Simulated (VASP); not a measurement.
A run of VASP 6.6.1:

The input INCAR:

```
SYSTEM = SiC
  PREC = Accurate
  ENCUT = 520
  EDIFF = 1E-6
  ISMEAR = 0
  SIGMA = 0.01
  LREAL = .FALSE.
  LASPH = .TRUE.
  NELM = 60
  ALGO = Normal
  ISIF = 2
  LWAVE = .FALSE.
  LCHARG = .TRUE.
  LELF = .TRUE.
  LVHAR = .TRUE.
  NBANDS = 11
```

File KPOINTS:

```
Automatic mesh
0
G
  10 10 10
  0 0 0
```

File POSCAR:

```
SiC
1.0
    0.0000000000      2.1780503294      2.1780503294
    2.1780503294      0.0000000000      2.1780503294
    2.1780503294      2.1780503294      0.0000000000
Si C
1 1
Direct
    0.0000000000      0.0000000000      0.0000000000
    0.2500000000      0.2500000000      0.2500000000
```

Potentials or basis: VASP PAW LDA potentials, release 64 (Si, C).

Launch:

```bash
$ cat potpaw_LDA.64/Si/POTCAR potpaw_LDA.64/C/POTCAR > POTCAR
$ mpirun -np 1 vasp_std > vasp.out
```

Hardware: 1 thread of Intel Xeon 6975P-C (shared host).

**Question.** How long does it take, and how much memory?

**Answer.** It took 3.9 s on 1 thread of Intel Xeon 6975P-C, with other jobs on the host, peak memory 0.12 GiB. Counts: scf iterations 11, k points 47.
